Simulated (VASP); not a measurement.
Write the native input for VASP 6.6.1 that does the following.

```yaml
Task: single point
Functional: PBE
Potentials_or_basis: VASP PAW PBE potentials, release 64 (Ti_sv)
Cutoff: 520 eV
k_mesh: 24 × 24 × 14
Occupations: gaussian, width 0.15 eV
Spin: no spin polarisation
Dipole_correction: no
Further_INCAR_settings: ALGO = Fast; EDIFF = 1e-07; NBANDS = 19
```

The structure of Ti lies in POSCAR:

```
Ti
1.0
    3.0559963837      0.0000000000      0.0000000000
   -1.5279981918      2.6465705022      0.0000000000
    0.0000000000      0.0000000000      4.4646086540
Ti
2
Direct
    0.3333333333      0.6666666667      0.2500000000
    0.6666666667      0.3333333333      0.7500000000
```

This cell differs from its parent crystal: strain +0.040 along x and y, -0.040 along z.

These files were run (other wordings do the same):

INCAR

```
SYSTEM = Ti
PREC = Accurate
ENCUT = 520
EDIFF = 1E-7
ISMEAR = 0
SIGMA = 0.15
LREAL = .False.
LASPH = .True.
NELM = 100
ALGO = Fast
ISIF = 2
LWAVE = .False.
LCHARG = .False.
GGA = PE
NBANDS = 19
```

KPOINTS

```
regular mesh
0
Gamma
  24 24 14
  0 0 0
```

Potentials or basis: VASP PAW PBE potentials, release 64 (Ti_sv).

Launch:

```console
$ cat potpaw_PBE.64/Ti_sv/POTCAR > POTCAR
$ mpirun -np 1 vasp_std > vasp.out
```

Results of the run:

| Property | Result |
| --- | --- |
| Pressure | -3.7 GPa |
| Band gap on the k mesh | zero (bands 12 and 13 overlap by 1.12 eV) |

Caveat: the cell differs from its parent crystal (strain +0.040 along x and y, -0.040 along z); the cell stands under tension.

Wall time 9.7 min on 1 thread of Intel(R) Xeon(R) 6975P-C (Granite Rapids) (shared host), peak memory 0.37 GiB.
